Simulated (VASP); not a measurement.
# CdS (P1) in VASP: further runs

Runs on CdS. Level: PBE. Tasks: single point.

Program: VASP 6.6.1. These are calculated values, not measurements. Logs are shortened: lines on timing, memory, paths and dates and some standing lists are left out, and cuts for length are marked.

**1. The cell of the first run**

The typed cell holds 16 atoms: a = 8.496 Å, b = 8.496 Å, c = 8.496 Å, α = 60.00°, β = 60.00°, γ = 60.00°.

**2. Single point, PBE**

File INCAR:

```
SYSTEM = CdS
  ALGO = Normal
  EDIFF = 1E-6
  ENCUT = 520
  GGA = PE
  ISIF = 2
  ISMEAR = -1
  LASPH = .True.
  LCHARG = .False.
  LREAL = Auto
  LWAVE = .False.
  NBANDS = 86
  NELM = 100
  PREC = Accurate
  SIGMA = 0.2241
```

File KPOINTS:

```
Automatic mesh
0
Gamma
  2 2 2
  0.5 0.5 0.5
```

File POSCAR:

```
CdS
1.0
    0.0000000000      6.0078702720     -6.0078702720
   -6.0078702720      0.0000000000     -6.0078702720
   -6.0078702720      6.0078702720      0.0000000000
Cd S
8 8
Direct
    0.4830977316      0.5199294190     -0.0105807045
    0.0579757858      0.4635431316      0.0129906267
    0.4984695682     -0.0610157150      0.0288850278
   -0.0358195983      0.0458870594      0.0052435387
    0.5276751755      0.5364268624      0.4650348416
   -0.0092950576      0.5058542150      0.4779874348
    0.4707109794      0.0474834654      0.5358215731
   -0.0003559498     -0.0292427253      0.5128601918
    0.8862557377      0.3399561588      0.3552148105
    0.3708464729      0.4112386567      0.3671791167
    0.9383233567      0.8510256994      0.3367264785
    0.3745370486      0.9005339255      0.4112419024
    0.7791864318      0.3643427539      0.8139844535
    0.4139911295      0.3185196939      0.8542361549
    0.9050641498      0.8428610757      0.8767204952
    0.3582375954      0.8703084060      0.8856687577
```

Potentials or basis: VASP PAW PBE potentials, release 64 (Cd, S).

Command:

```
cat potpaw_PBE.64/Cd/POTCAR potpaw_PBE.64/S/POTCAR > POTCAR
mpirun -np 1 vasp_std > vasp.out
```

OUTCAR:

```text
SYSTEM = CdS
   EDIFF = 1E-6
   ENCUT = 520
   GGA = PE
   ISIF = 2
   ISMEAR = -1
   LASPH = .True.
   LREAL = Auto
   NELM = 100
   PREC = Accurate

 ion  position               nearest neighbor table
   1  0.483  0.520  0.989-  13 2.28  16 2.43  10 2.63  14 2.87   2 3.77
   2  0.058  0.464  0.013-   9 2.43  14 2.52  15 2.65   1 3.77
   3  0.498  0.939  0.029-  16 2.47  14 2.66  12 2.76  15 2.84   5 3.59
   4  0.964  0.046  0.005-  11 2.41  13 2.52  16 2.75  15 2.78
   5  0.528  0.536  0.465-   9 2.56  12 2.57  10 2.65  14 2.79   3 3.59
   6  0.991  0.506  0.478-  11 2.44  13 2.53  10 2.66   9 2.74
   7  0.471  0.047  0.536-  16 2.48  10 2.55  12 2.56
   8  1.000  0.971  0.513-  11 2.53  15 2.53   9 2.57  12 2.67
   9  0.886  0.340  0.355-   2 2.43   5 2.56   8 2.57   6 2.74
  10  0.371  0.411  0.367-   7 2.55   1 2.63   5 2.65   6 2.66
  11  0.938  0.851  0.337-   4 2.41   6 2.44   8 2.53
  12  0.375  0.901  0.411-   7 2.56   5 2.57   8 2.67   3 2.76
  13  0.779  0.364  0.814-   1 2.28   4 2.52   6 2.53
  14  0.414  0.319  0.854-   2 2.52   3 2.66   5 2.79   1 2.87
  15  0.905  0.843  0.877-   8 2.53   2 2.65   4 2.78   3 2.84
  16  0.358  0.870  0.886-   1 2.43   3 2.47   7 2.48   4 2.75

  LATTYP: Found a face centered cubic cell.
 ALAT       =    12.0157405440

  Lattice vectors:

 A1 = (   0.0000000000,   6.0078702720,  -6.0078702720)
 A2 = (  -6.0078702720,   0.0000000000,  -6.0078702720)
 A3 = (  -6.0078702720,   6.0078702720,   0.0000000000)

Analysis of symmetry for initial positions (statically):
=====================================================================
 Subroutine PRICEL returns:
 Original cell was already a primitive cell.

 Routine SETGRP: Setting up the symmetry group for a
 face centered cubic supercell.

 Subroutine GETGRP returns: Found  1 space group operations
 (whereof  1 operations were pure point group operations)
 out of a pool of 48 trial point group operations.

The static configuration has the point symmetry C_1 .

Analysis of symmetry for dynamics (positions and initial velocities):
=====================================================================
 Subroutine PRICEL returns:
 Original cell was already a primitive cell.

 Routine SETGRP: Setting up the symmetry group for a
 face centered cubic supercell.

 Subroutine GETGRP returns: Found  1 space group operations
 (whereof  1 operations were pure point group operations)
 out of a pool of 48 trial point group operations.

The dynamic configuration has the point symmetry C_1 .

 Subroutine INISYM returns: Found  1 space group operations
 (whereof  1 operations are pure point group operations),
 and found     1 'primitive' translations

----------------------------------------------------------------------------------------

                                     Primitive cell

  volume of cell :     433.7022

  direct lattice vectors                    reciprocal lattice vectors
     0.000000000  6.007870272 -6.007870272     0.083224167  0.083224167 -0.083224167
    -6.007870272  0.000000000 -6.007870272    -0.083224167 -0.083224167 -0.083224167
    -6.007870272  6.007870272  0.000000000    -0.083224167  0.083224167  0.083224167

  length of vectors
     8.496411620  8.496411620  8.496411620     0.144148486  0.144148486  0.144148486

  position of ions in fractional coordinates (direct lattice)
     0.483097732  0.519929419  0.989419295
     0.057975786  0.463543132  0.012990627
     0.498469568  0.938984285  0.028885028
     0.964180402  0.045887059  0.005243539
     0.527675176  0.536426862  0.465034842
     0.990704942  0.505854215  0.477987435
[... 8 lines left out ...]
     0.905064150  0.842861076  0.876720495
     0.358237595  0.870308406  0.885668758

  ion indices of the primitive-cell ions
   primitive index   ion index
                 1           1
                 2           2
                 3           3
                 4           4
                 5           5
                 6           6
[... 8 lines left out ...]
                15          15
                16          16

----------------------------------------------------------------------------------------

 KPOINTS: Automatic mesh

Automatic generation of k-mesh.
 Grid dimensions read from file:
 generate k-points for:    2    2    2

 Generating k-lattice:

  Cartesian coordinates                     Fractional coordinates (reciprocal lattice)
     0.041612084  0.041612084 -0.041612084     0.500000000  0.000000000  0.000000000
    -0.041612084 -0.041612084 -0.041612084     0.000000000  0.500000000  0.000000000
    -0.041612084  0.041612084  0.041612084     0.000000000  0.000000000  0.500000000

  Length of vectors
     0.072074243  0.072074243  0.072074243

  Shift w.r.t. Gamma in fractional coordinates (k-lattice)
     0.500000000  0.500000000  0.500000000

 Subroutine IBZKPT returns following result:
 ===========================================

 Found     16 irreducible k-points:

 Following reciprocal coordinates:
            Coordinates               Weight
  0.250000  0.250000  0.250000      2.000000
  0.250000  0.000000  0.000000      2.000000
  0.000000  0.000000 -0.250000      2.000000
  0.000000  0.250000  0.000000      2.000000
 -0.250000  0.250000  0.250000      2.000000
  0.250000 -0.250000  0.250000      2.000000
[... 8 lines left out ...]
  0.000000  0.250000  0.500000      2.000000
  0.500000  0.250000  0.000000      2.000000
   k-points           NKPTS =     16   k-points in BZ     NKDIM =     16   number of bands    NBANDS=     86
   number of dos      NEDOS =    301   number of ions     NIONS =     16
   total plane-waves  NPLWV = 262144
   dimension x,y,z NGX =    64 NGY =   64 NGZ =   64
   dimension x,y,z NGXF=   128 NGYF=  128 NGZF=  128
   ions per type =               8   8
   NGX,Y,Z   is equivalent  to a cutoff of  12.52, 12.52, 12.52 a.u.
   NGXF,Y,Z  is equivalent  to a cutoff of  25.05, 25.05, 25.05 a.u.
 SYSTEM =  CdS
   PREC   = accura    normal or accurate (medium, high low for compatibility)
   ISTART =      0    job   : 0-new  1-cont  2-samecut
   ICHARG =      2    charge: 1-file 2-atom 10-const
   ISPIN  =      1    spin polarized calculation?
   LNONCOLLINEAR =      F non collinear calculations
   LSORBIT =      F    spin-orbit coupling
   LASPH  =      T    aspherical Exc in radial PAW
   ENCUT  =  520.0 eV  38.22 Ry    6.18 a.u.  15.80 15.80 15.80*2*pi/ulx,y,z
   NELM   =    100;   NELMIN=  2; NELMDL= -5     # of ELM steps
   EDIFF  = 0.1E-05   stopping-criterion for ELM
   LREAL  =      T    real-space projection
   EDIFFG = 0.1E-04   stopping-criterion for IOM
   NSW    =      0    number of steps for IOM
   IBRION =     -1    ionic relax: 0-MD 1-quasi-New 2-CG
   NFREE  =      0    steps in history (QN), initial steepest desc. (CG)
   ISIF   =      2    stress and relaxation
   ISYM   =      2    0-nonsym 1-usesym 2-fastsym
   POTIM  = 0.5000    time-step for ionic-motion
   TEBEG  =    0.0;   TEEND  =   0.0 temperature during run
   PSTRESS=    0.0 pullay stress
   NELECT =     144.0000    total number of electrons
   NUPDOWN=      -1.0000    fix difference up-down
   EMIN   =  10.00;   EMAX   =-10.00  energy-range for DOS
   EFERMI =   0.00;   METHOD = LEGACY
   ISMEAR =    -1;   SIGMA  =   0.22  broadening in eV -4-tet -1-fermi 0-gaus
   EFERMI_NEDOS =   21; number of points for ismear=-14 and -15
   IALGO  =     38    algorithm
   IMIX   =      4    mixing-type and parameters
     AMIX     =   0.40;   BMIX     =  1.00
     AMIX_MAG =   1.60;   BMIX_MAG =  1.00
  volume/ion in A,a.u.               =      27.11       182.92
  Fermi-wavevector in a.u.,A,eV,Ry     =   1.133614  2.142219 17.484578  1.285080
  Thomas-Fermi vector in A             =   2.270317
   LORBIT       =      0    0 simple, 1 ext, 2 COOP (PROOUT), +10 PAW based schemes
   GGA     = PE    functional components
   LHFCALC =     F    Hartree Fock is set to
   AEXX    =    0.0000 exact exchange contribution
   IVDW    =     0    specifies the selected vdW correction
   LEPSILON=     F    determine dielectric tensor
   LRPA    =     F    only Hartree local field effects (RPA)
 non-spin polarized calculation
  energy-cutoff  :      520.00
  volume of cell :      433.70
 maximum number of plane-waves:     11689
   NGX = 31   NGY = 31   NGZ = 31

 number of electron     144.0000005 magnetization

 Free energy of the ion-electron system (eV)
  ---------------------------------------------------
  ext. energy  EPLUGINS =         0.00000000
  ---------------------------------------------------
  free energy    TOTEN  =       -46.09727524 eV

  energy without entropy =      -45.99570126  energy(sigma->0) =      -46.04648825

 E-fermi :   1.7258     XC(G=0):  -8.7695

 val. band max:        0.9467621817   @ k =   0.0000   0.0000  -0.2500
 cond. band min:       2.2144831423   @ k =   0.2500   0.2500   0.2500
 fundamental gap:      1.2677209606
 Fermi energy:         1.7257760073

 k-point     1 :       0.2500    0.2500    0.2500
  band No.  band energies     occupation
      1     -11.5990      2.00000
      2     -11.2910      2.00000
      3     -11.1074      2.00000
      4     -10.9796      2.00000
      5     -10.9364      2.00000
      6     -10.8369      2.00000
[... 76 lines left out ...]
     83       5.6276      0.00000
     84       6.2269      0.00000

 k-point     2 :       0.2500    0.0000    0.0000
  band No.  band energies     occupation
      1     -11.5942      2.00000
      2     -11.3006      2.00000
      3     -11.0785      2.00000
      4     -11.0123      2.00000
      5     -10.9349      2.00000
      6     -10.8298      2.00000
[... 1207 lines left out ...]
     83       5.8275      0.00000
     84       6.1005      0.00000

 k-point    16 :       0.5000    0.2500    0.0000
  band No.  band energies     occupation
      1     -11.5642      2.00000
      2     -11.2671      2.00000
      3     -11.0975      2.00000
      4     -11.0517      2.00000
      5     -10.9343      2.00000
      6     -10.8340      2.00000
[... 76 lines left out ...]
     83       5.7848      0.00000
     84       6.0436      0.00000
 [bands above 84 left out]

------------------------ aborting loop because EDIFF is reached ----------------------------------------

  FORCE on cell =-STRESS in cart. coord.  units (eV):
  Direction    XX          YY          ZZ          XY          YZ          ZX
  --------------------------------------------------------------------------------------
  -------------------------------------------------------------------------------------
  Total        0.3259807     -1.1629606     -0.3834324      0.2236498      0.4681527     -0.7996595
  in kB        1.2042340     -4.2961948     -1.4164711      0.8262044      1.7294440     -2.9540922
  external PRESSURE =      -1.5028106 kB  Pullay stress =       0.0000000 kB

 VOLUME and BASIS-vectors are now :
 -----------------------------------------------------------------------------
  energy-cutoff  :      520.00
  volume of cell :      433.70
      direct lattice vectors                 reciprocal lattice vectors
     0.000000000  6.007870272 -6.007870272     0.083224167  0.083224167 -0.083224167
    -6.007870272  0.000000000 -6.007870272    -0.083224167 -0.083224167 -0.083224167
    -6.007870272  6.007870272  0.000000000    -0.083224167  0.083224167  0.083224167

 POSITION                                       TOTAL-FORCE (eV/Angst)
 -----------------------------------------------------------------------------------
     -9.06797      8.84669     -6.02606        -1.097475     -0.151426      1.355984
     -2.86295      0.42636     -3.13322         0.307555     -0.437333     -0.771913
     -5.81483      3.16828     -8.63604        -0.570502      0.620380     -0.965467
     -0.30719      5.82417     -6.06835         0.629112     -0.725005     -0.110810
     -6.01665      5.96407     -6.39299        -0.315707      0.199896      0.539071
     -5.91079      8.82371     -8.99113         0.405659      0.314353      0.405357
[... 8 lines left out ...]
    -10.33102     10.70473    -10.50131        -0.184755     -0.036190      0.786956
    -10.54968      7.47323     -7.38094        -0.527602     -0.507961     -0.140671
 -----------------------------------------------------------------------------------
    total drift:                                0.003695     -0.002342      0.002953

  FREE ENERGIE OF THE ION-ELECTRON SYSTEM (eV)
  ---------------------------------------------------
  free  energy   TOTEN  =       -46.0972752364 eV

  energy  without entropy=      -45.9957012650  energy(sigma->0) =      -46.04648825
```

It took 40 min on 1 thread of Intel Xeon 8259CL, shared host; peak memory 0.76 GiB.

What came out:

```yaml
Free_energy: -46.0973 eV
Pressure: -0.2 GPa
Largest_force: 2.905 eV/Å
Band_gap_on_the_k_mesh: 1.27 eV (least direct gap 1.30 eV)
```

Forces in eV/Å, atoms in the order of the input:
```
Cd  -1.097 -0.151  1.356
Cd   0.308 -0.437 -0.772
Cd  -0.571  0.620 -0.965
Cd   0.629 -0.725 -0.111
Cd  -0.316  0.200  0.539
Cd   0.406  0.314  0.405
Cd   0.409 -0.188 -0.506
Cd  -0.015  0.357 -0.060
S   -0.527  0.082 -0.138
S    0.285  0.047  0.223
S   -1.285 -0.198  0.338
S    1.178 -0.439  0.175
S    1.925  1.679 -1.385
S   -0.615 -0.617  0.254
S   -0.185 -0.036  0.787
S   -0.528 -0.508 -0.141
```

Stress tensor (GPa, compression positive):
```
 0.12  0.08 -0.30
 0.08 -0.43  0.17
-0.30  0.17 -0.14
```

Levels at points of the mesh, in eV from the valence-band top:
```
           k point  band 69  band 70  band 71  band 72  band 73  band 74  band 75  band 76
(0.25, 0.25, 0.25)    -0.63    -0.49    -0.43    -0.21     1.27     2.37     2.51     2.93
```

Caveat: the atoms stand as in a frame of molecular dynamics; a shifted mesh leaves out Γ, where band edges can lie; forces of over 1 eV/Å act on the atoms, so gaps and moduli don't describe the material at rest.

**3. Single point, PBE**

File INCAR:

```
  PREC = Accurate
  ENCUT = 400
  EDIFF = 1E-6
  ISMEAR = -1
  SIGMA = 0.2241
  LREAL = Auto
  LASPH = True
  NELM = 120
  ALGO = Normal
  ISIF = 2
  LWAVE = False
  LCHARG = True
  GGA = PE
  LELF = True
  LVHAR = True
  NBANDS = 86
  GGA_COMPAT = False
  ISYM = -1
```

File KPOINTS:

```
explicit points
4
Reciprocal
  0.25000000   0.25000000   0.25000000 2
  0.25000000   0.25000000   0.75000000 2
  0.25000000   0.75000000   0.25000000 2
  0.25000000   0.75000000   0.75000000 2
```

File POSCAR:

```
CdS
1.0
    0.0000000000      6.0078702720     -6.0078702720
   -6.0078702720      0.0000000000     -6.0078702720
   -6.0078702720      6.0078702720      0.0000000000
Cd S
8 8
Direct
    0.4950056951      0.5130566841     -0.0065026371
    0.0218331945      0.4884807539      0.0039608046
    0.4951305313     -0.0240651002      0.0071904016
   -0.0170799294      0.0274355125     -0.0013803560
    0.5088641002      0.5187671103      0.4859102091
   -0.0079253542      0.4994191559      0.5020888207
    0.4852781215      0.0178068093      0.5152334954
   -0.0018677168     -0.0103715622      0.5020161660
    0.8707186179      0.3682605316      0.3644510285
    0.3716605717      0.3685925960      0.3961972200
    0.9165640653      0.8665708087      0.3563324278
    0.3815906297      0.8555317887      0.4208251652
    0.8675030858      0.3447476237      0.8332163934
    0.3661212544      0.3779653849      0.8550073100
    0.9135882187      0.8390786205      0.8727219901
    0.3850513402      0.8722050016      0.8713850771
```

Potentials or basis: VASP PAW PBE potentials, release 64 (Cd, S).

Command:

```
cat potpaw_PBE.64/Cd/POTCAR potpaw_PBE.64/S/POTCAR > POTCAR
mpirun -np 1 vasp_std > vasp.out
```

Run time: 2 min. Hardware: 1 thread of Intel Xeon 6975P-C (Granite Rapids), shared host; peak memory 0.42 GiB.

It converged, with:

```
Free energy            : -46.9152 eV
Pressure               : 0.1 GPa
Largest force          : 2.502 eV/Å
Band gap on the k mesh : 1.71 eV
```

Forces in eV/Å, atoms in the order of the input:
```
Cd   0.488  0.278  0.735
Cd   0.003 -0.258  0.699
Cd  -0.688  0.798 -0.891
Cd   1.361  1.497  1.233
Cd   0.763  0.419  0.872
Cd   0.933 -0.777 -1.021
Cd   0.757  0.276 -0.323
Cd  -0.410  0.518 -0.353
S    0.149  0.480 -0.124
S    0.168 -0.857 -0.851
S   -0.059 -0.611  0.825
S   -0.154 -1.620 -1.068
S   -2.431 -0.534 -0.255
S    0.481  1.561 -0.081
S   -1.122 -1.052 -0.014
S   -0.237 -0.121  0.617
```

Stress tensor (GPa, compression positive):
```
-0.15  0.81  0.77
 0.81  0.23  1.82
 0.77  1.82  0.30
```

Levels at points of the mesh, in eV from the valence-band top:
```
           k point  band 70  band 71  band 72  band 73  band 74  band 75
(0.25, 0.25, 0.25)    -0.33    -0.06     0.00     1.71     2.67     3.03
```

Caveat: the atoms stand as in a frame of molecular dynamics; a shifted mesh leaves out Γ, where band edges can lie; forces of over 1 eV/Å act on the atoms, so gaps and moduli don't describe the material at rest. A k mesh can miss the band edges.
